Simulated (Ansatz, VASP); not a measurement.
**Mg5SiN2 in VASP and in Ansatz**

```
CELL_PARAMETERS angstrom
6.81124 0.00000 0.00000
-3.40562 5.89871 0.00000
0.00000 0.00000 4.08312
ATOMIC_POSITIONS crystal
Mg 0.38245 0.00000 0.00000
Mg 0.00000 0.38245 0.00000
Mg 0.61755 0.61755 0.00000
Mg 0.33333 0.66667 0.50000
Mg 0.66667 0.33333 0.50000
Si 0.00000 0.00000 0.00000
N 0.33333 0.66667 0.00000
N 0.66667 0.33333 0.00000
```

Alike in both runs: functional PBE; k mesh 3 × 3 × 3; occupations gaussian, width 0.15 eV; no spin polarisation.

Ansatz relaxed the structure, and its values are those at the end. VASP's run is a single point on that final structure, the one shown.

|  | VASP | Ansatz |
| --- | --- | --- |
| version | VASP 6.6.1 | Ansatz 0.2.0 |
| potentials or method | VASP PAW PBE potentials, release 64 (Mg, Si, N), cutoff 600 eV | scalar-relativistic, plane waves, PAW |
| valence electrons in the cell | 24 | 64 |

```tsv
	VASP	Ansatz	Ansatz less VASP
gap on the k mesh at the Fermi level (eV)	none	none	-
pressure (GPa)	0.1	0.3	+0.15
rms of the force components (eV/Å)	0.008	0.010	+0.0020
```

A gap of «none» marks a metal or a gap that the smearing closes. With one functional, cell and mesh, what is left measures potentials, basis and numerics. VASP's potentials hold 24 valence electrons a cell and Ansatz's 64, so a difference there can come from the potentials and not from the codes.

The k mesh is coarse, so the values compare programs but aren't converged.
